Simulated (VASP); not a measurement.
Here is a VASP 6.6.1 calculation.

File INCAR:

```
SYSTEM = C
PREC = Accurate ; ENCUT = 1300
EDIFF = 1E-7 ; ISMEAR = -1
SIGMA = 0.05 ; LREAL = .FALSE.
LASPH = .TRUE. ; NELM = 120
ALGO = Normal ; ISIF = 3
LWAVE = .FALSE. ; LCHARG = .FALSE.
GGA = CA ; IBRION = 2
NSW = 80 ; EDIFFG = -0.01
GGA_COMPAT = .FALSE. ; NELMIN = 4
```

KPOINTS

```
Automatic mesh
0
G
  8 8 8
  0 0 0
```

POSCAR

```
C
1.0
    1.2280290000      0.7090030000      3.3470110000
   -1.2280290000      0.7090030000      3.3470110000
    0.0000000000     -1.4180050000      3.3470110000
C
2
Direct
    0.8360000000      0.8360000000      0.8360000000
    0.1640000000      0.1640000000      0.1640000000
```

Potentials or basis: VASP PAW LDA potentials, release 64 (C_h).

Command:

```bash
$ cat potpaw_LDA.64/C_h/POTCAR > POTCAR
$ mpirun -np 1 vasp_std > vasp.out
```

(1) Estimate the relaxed cell.

(2) Predict the space group after relaxing (to 0.1 Å).

(3) What does it give for the relaxed volume?

## Answers

(1) a = 3.602 Å, b = 3.602 Å, c = 3.602 Å, α = 39.70°, β = 39.70°, γ = 39.70°.

(2) R-3m (No. 166).

(3) 8.59 Å³/atom.
